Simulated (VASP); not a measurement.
## GaP: single point with PBE

GaP:

```
Ga P
1.0
     0.00000    2.72540    2.83442
     2.72540    0.00000    2.83442
     2.72540    2.72540    0.00000
Ga P
1 1
Direct
  0.00000 0.00000 0.00000
  0.25000 0.25000 0.25000
```

This cell differs from its parent crystal: uniaxial z strain +4.0%.

```
Program             : VASP 6.6.1
Task                : single point
Functional          : PBE
Potentials or basis : VASP PAW PBE potentials, release 64 (Ga_d, P)
Cutoff              : 520 eV
k mesh              : 4 × 4 × 4
Occupations         : gaussian, width 0.01 eV
Spin                : no spin polarisation
```

```
Pressure               : -0.4 GPa
Band gap on the k mesh : 1.40 eV, direct
```

Stress tensor (GPa, compression positive):
```
 0.66  0.00  0.00
 0.00  0.66  0.00
 0.00  0.00 -2.43
```

Levels at points of the mesh, in eV from the valence-band top:
```csv
k point,band 7,band 8,band 9,band 10,band 11,band 12
"(0.00, 0.00, 0.00)",-0.23,0.00,0.00,1.40,3.77,3.77
"(0.50, 0.00, 0.00)",-6.51,-1.30,-0.98,1.43,4.52,4.77
"(0.50, 0.50, 0.00)",-6.84,-2.46,-2.46,1.81,2.00,10.21
"(0.50, 0.00, 0.50)",-6.59,-2.73,-2.71,1.55,1.64,10.10
```

Wall time 16 s on 1 thread of Intel(R) Xeon(R) Platinum 8488C (Sapphire Rapids), with other jobs on the host, peak memory 0.16 GiB.

Caveat: the k points lie up to 0.49 Å⁻¹ apart; the cell differs from its parent crystal (uniaxial z strain +4.0%). A k mesh can miss the band edges.
